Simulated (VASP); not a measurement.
Crystal: Al2O (fluorite type).

```
O Al
1.0
     0.00000    2.49000    2.49000
     2.49000    0.00000    2.49000
     2.49000    2.49000    0.00000
O Al
1 2
Direct
  0.00000 0.00000 0.00000
  0.25000 0.25000 0.25000
  0.75000 0.75000 0.75000
```

```yaml
Program: VASP 6.6.1
Task: relaxation of cell and atoms
Functional: r2SCAN
Potentials_or_basis: VASP PAW PBE potentials, release 64 (O, Al)
Cutoff: 600 eV
k_mesh: 11 × 11 × 11
Occupations: fermi-dirac, width 0.02 eV
Spin: no spin polarisation
```

At the start: pressure 55.2 GPa; volume 10.29 Å³/atom.

Task: How do energy, volume and symmetry change on relaxing?

Result: Over 20 steps the energy falls by 552.8 meV/atom and the volume is 14.74 Å³/atom (+43.2 %); space group Fm-3m (No. 225, to 0.1 Å) before and after.

The path:
| step | energy change (eV) | largest force (eV/Å) | pressure (GPa) | volume (Å³) |
| --- | --- | --- | --- | --- |
| 1 | 0.0000 | 0.0000 | 55.18 | 30.88 |
| 2 | -1.5498 | 0.0000 | -5.54 | 49.58 |
| 3 | -1.6570 | 0.0000 | 0.82 | 43.75 |
| 4 | -1.6582 | 0.0000 | -0.24 | 44.40 |
| 5 | -1.6581 | 0.0000 | 0.25 | 44.10 |
| 6 | -1.6581 | 0.0000 | 0.24 | 44.10 |
| 7 | -1.6582 | 0.0000 | 0.21 | 44.10 |
| 8 | -1.6582 | 0.0000 | 0.24 | 44.10 |
| 9 | -1.6582 | 0.0000 | 0.24 | 44.10 |
| 10 | -1.6582 | 0.0000 | 0.24 | 44.10 |
| 11 | -1.6582 | 0.0000 | 0.24 | 44.10 |
| 12 | -1.6582 | 0.0000 | 0.24 | 44.10 |
| 13 | -1.6582 | 0.0000 | 0.23 | 44.10 |
| 14 | -1.6582 | 0.0000 | 0.23 | 44.10 |
| 15 | -1.6582 | 0.0000 | 0.21 | 44.11 |
| 16 | -1.6582 | 0.0000 | 0.22 | 44.11 |
| 17 | -1.6582 | 0.0000 | 0.21 | 44.12 |
| 18 | -1.6582 | 0.0000 | 0.18 | 44.13 |
| 19 | -1.6582 | 0.0000 | 0.13 | 44.17 |
| 20 | -1.6583 | 0.0000 | 0.02 | 44.23 |

Final structure:
```cif
data_structure
_symmetry_space_group_name_H-M 'P 1'
_symmetry_Int_Tables_number 1
_cell_length_a 3.9696
_cell_length_b 3.9696
_cell_length_c 3.9696
_cell_angle_alpha 60.000
_cell_angle_beta 60.000
_cell_angle_gamma 60.000
_cell_volume 44.23
loop_
_atom_site_label
_atom_site_type_symbol
_atom_site_fract_x
_atom_site_fract_y
_atom_site_fract_z
_atom_site_occupancy
O1 O 0.00000 0.00000 0.00000 1
Al1 Al 0.25000 0.25000 0.25000 1
Al2 Al 0.75000 0.75000 0.75000 1
```

Caveat: the volume moved by over 15 % at a fixed basis, so the end points are rough; the PAW data sets were made with another functional, which shifts forces and pressure a little.
